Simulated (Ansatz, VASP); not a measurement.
**One calculation of MoS2, two programs**

File INCAR:

```
PREC     = Accurate       # precision mode
ENCUT    = 520            # plane-wave cutoff, eV
EDIFF    = 1E-6           # SCF threshold, eV
ISMEAR   = 0              # smearing method
SIGMA    = 0.1            # smearing width, eV
LREAL    = False          # projectors in reciprocal space
LASPH    = True           # aspherical terms in the spheres
NELM     = 80             # most SCF steps
ALGO     = Normal         # electronic algorithm
ISIF     = 2              # what is computed and relaxed
LWAVE    = False          # write WAVECAR
LCHARG   = True           # write CHGCAR
LDIPOL   = True         
IDIPOL   = 3            
DIPOL    = 0.5 0.5 0.384
GGA      = PE             # functional
IVDW     = 12             # dispersion correction
LELF     = True           # ELF
LVHAR    = True         
LVACPOTAV= True         
NBANDS   = 35             # bands
```

KPOINTS

```
regular mesh
0
Gamma
  12 12 1
```

Contents of POSCAR:

```
MoS2
1.0
    3.1346592610      0.0000000000      0.0000000000
   -1.5673296305      2.7146945522      0.0000000000
    0.0000000000      0.0000000000     23.9375766573
S Mo
4 2
Direct
    0.0000000000      0.0000000000      0.1879889541
    0.3333333333      0.6666666667      0.3224548767
    1.0000000000      0.0000000000      0.4452743267
    0.6666666667     -0.6666666667      0.5797402492
    0.6666666667      0.3333333333      0.2552219154
    0.3333333333     -0.3333333333      0.5125072880
```

Input for Ansatz:

```yaml
crystal:
  lattice:
    - [3.134659261, 0.0, 0.0]
    - [-1.5673296305, 2.7146945522, 0.0]
    - [0.0, 0.0, 23.9375766573]
  atoms:
    - { symbol: S, position: [0.0, 0.0, 0.1879889541] }
    - { symbol: Mo, position: [0.6666666667, 0.3333333333, 0.2552219154] }
    - { symbol: S, position: [0.3333333333, 0.6666666667, 0.3224548767] }
    - { symbol: S, position: [1.0, 0.0, 0.4452743267] }
    - { symbol: Mo, position: [0.3333333333, -0.3333333333, 0.512507288] }
    - { symbol: S, position: [0.6666666667, -0.6666666667, 0.5797402492] }
basis:
  ecutwfc: 420
kpoints:
  mp_grid: { grid: [12, 12, 1] }
hamiltonian:
  xc: pbe
  pseudopotentials: { kind: paw, azcp: { folder: soft_1 } }
  dispersion: d3bj
scf:
  occupations: { method: gaussian, width: 0.1 }
output:
  forces: true
  eigenvalues: true
efield:
  axis: 3
  dipole_correction: true
  ramp_width: 0.04
```

Alike in both runs: task single point; functional PBE; dispersion D3(BJ); k mesh 12 × 12 × 1; occupations gaussian, width 0.1 eV; no spin polarisation.

```csv
,VASP,Ansatz
version,VASP 6.6.1,Ansatz 0.2.0
potentials or method,"VASP PAW PBE potentials, release 64 (S, Mo_sv), cutoff 520 eV","scalar-relativistic, plane waves, PAW"
valence electrons in the cell,52,52
```

VASP gave:

```
gap on the k mesh at the Fermi level (eV)  : none
rms of the force components (eV/Å)         : 0.027
work function, face that differs most (eV) : 5.07
```

Task: What did Ansatz give for the same quantities?

Result: gap on the k mesh at the Fermi level (eV): none; rms of the force components (eV/Å): 0.025; work function, face that differs most (eV): 5.10.

A gap of «none» marks a metal or a gap that the smearing closes.
